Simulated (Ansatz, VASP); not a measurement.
# One calculation of Ge, two programs

The input INCAR:

```
PREC = Accurate
ENCUT = 520
EDIFF = 1E-6
ISMEAR = 1
SIGMA = 0.6
LREAL = False
LASPH = True
NELM = 60
ALGO = Normal
ISIF = 2
LWAVE = False
LCHARG = False
GGA = CA
NBANDS = 21
```

The input KPOINTS:

```
Automatic mesh
0
Gamma
  10 10 10
```

File POSCAR:

```
Ge
1.0
    0.0000000000      2.8147752533      2.8147752533
    2.8147752533      0.0000000000      2.8147752533
    2.8147752533      2.8147752533      0.0000000000
Ge
2
Direct
    0.5000000000      0.5000000000      0.5000000000
    0.7500000000      0.7500000000      0.7500000000
```

Input for Ansatz:

```yaml
crystal:
  lattice:
    - [0.0, 2.8147752533, 2.8147752533]
    - [2.8147752533, 0.0, 2.8147752533]
    - [2.8147752533, 2.8147752533, 0.0]
  atoms:
    - { symbol: Ge, position: [0.5, 0.5, 0.5] }
    - { symbol: Ge, position: [0.75, 0.75, 0.75] }
hamiltonian:
  xc: lda
  pseudopotentials:
    kind: paw
    azcp:
      Ge: "pseudopotentials/Ge.paw.azcp"
basis:
  ecutwfc: 420
  fft_grid_basis: typed
kpoints:
  mp_grid: { grid: [10, 10, 10], shift: [0, 0, 0] }
magnetization:
  spin_polarized: false
scf:
  occupations: { method: cold, width: 0.6 }
  lower_state_search: "off"
output:
  stress: true
```

Alike in both runs: task single point; functional LDA; k mesh 10 × 10 × 10; no spin polarisation.

```csv
,VASP,Ansatz
version,VASP 6.6.1,Ansatz 0.2.0
potentials or method,"VASP PAW LDA potentials, release 64 (Ge_d), cutoff 520 eV","plane waves (420 eV) with PAW, scalar-relativistic"
occupations,"methfessel-paxton of order 1, width 0.6 eV","cold, width 0.6 eV"
valence electrons in the cell,28,28
```

```tsv
	VASP	Ansatz	Ansatz less VASP
pressure (GPa)	0.0	-0.4	-0.38
```

Ansatz warns that its potentials were made for another functional, while VASP's fit it. LDA's correlation is that of Perdew and Zunger in VASP and of Perdew and Wang (1992) in Ansatz.
